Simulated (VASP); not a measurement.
Runs of VASP 6.6.1 on RbCd. The structure is that of space group Pm-3m (No. 221), or close to it. The cells are those of the table. 

| task | level | cell | k mesh | cutoff (eV) | gap on the mesh (eV) | pressure (GPa) |
| --- | --- | --- | --- | --- | --- | --- |
| single point | PBE | a = 4.558 Å, 2 atoms | 12 × 12 × 12 | 520 | none | 0.0 |
| single point | PBE | a = 4.747 Å, 2 atoms | 4 × 4 × 4 | 520 | none | -0.9 |
| relaxation of cell and atoms | PBE | relaxed from a = 4.558 Å, 2 atoms | 12 × 12 × 12 | 600 | none | 0.0 |
| single point | r2SCAN | a = 4.558 Å, 2 atoms | 12 × 12 × 12 | 520 | none | (a) |
| relaxation of cell and atoms | PBE | relaxed from a = 4.747 Å, 2 atoms | 12 × 12 × 12 | 600 | none | 0.0 |

Alike in all rows: potentials or basis VASP PAW PBE potentials, release 64 (Rb_sv, Cd); no spin polarisation; smearing gaussian 0.1 eV.

Question: Fill in the values left out.

Answer: (a) -0.4.

Caveats: the relaxation stopped at its first step, so nothing moved (at least some runs); the PAW data sets were made with another functional, which shifts forces and pressure a little (at least some runs).

A k mesh can miss the band edges, and the runs leave out spin-orbit coupling on Cd, Rb.

A gap of «none» marks levels without a gap at the run's occupations.
